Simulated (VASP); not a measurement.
A run of VASP 6.6.1 is set up as follows.

File POSCAR:

```
Sn
1.0
    0.0000000000      3.3026838914      3.3026838914
    3.3026838914      0.0000000000      3.3026838914
    3.3026838914      3.3026838914      0.0000000000
Sn
2
Direct
    0.0000000000      0.0000000000      0.0000000000
    0.2500000000      0.2500000000      0.2500000000
```

INCAR.step1

```
SYSTEM = Sn
  PREC = Accurate
  ENCUT = 520
  EDIFF = 1E-5
  ISMEAR = -1
  SIGMA = 0.1
  LREAL = .FALSE.
  LASPH = .TRUE.
  NELM = 80
  ALGO = Normal
  ISIF = 2
  LWAVE = .TRUE.
  LCHARG = .FALSE.
  NBANDS = 21
  GGA = PE
```

The input INCAR.step2:

```
SYSTEM = Sn
  PREC = Accurate
  ENCUT = 520
  EDIFF = 1E-6
  ISMEAR = -1
  SIGMA = 0.1
  LREAL = .FALSE.
  LASPH = .TRUE.
  NELM = 80
  ALGO = Normal
  ISIF = 2
  LWAVE = .FALSE.
  LCHARG = .FALSE.
  GGA = PE
  LHFCALC = .TRUE.
  HFSCREEN = 0.2079
  PRECFOCK = Normal
  NBANDS = 21
  ISTART = 1
```

Contents of KPOINTS:

```
Automatic mesh
0
G
  4 4 4
  0 0 0
```

Potentials or basis: VASP PAW PBE potentials, release 64 (Sn_d).

Command:

```sh
$ cat potpaw_PBE.64/Sn_d/POTCAR > POTCAR
$ cp INCAR.step1 INCAR
$ mpirun -np 1 vasp_std > vasp.out
$ cp INCAR.step2 INCAR
$ mpirun -np 1 vasp_std > vasp.out
```

Problem. What does it give for the pressure?

Solution. -0.5 GPa.

Problem. Estimate the band gap on the k mesh.

Solution. Zero (filled and empty bands touch).

Caveat: the k points lie up to 0.41 Å⁻¹ apart; the PAW data sets were made with another functional, which shifts forces and pressure a little; spin-orbit coupling is left out, which moves the levels of the heavy elements.
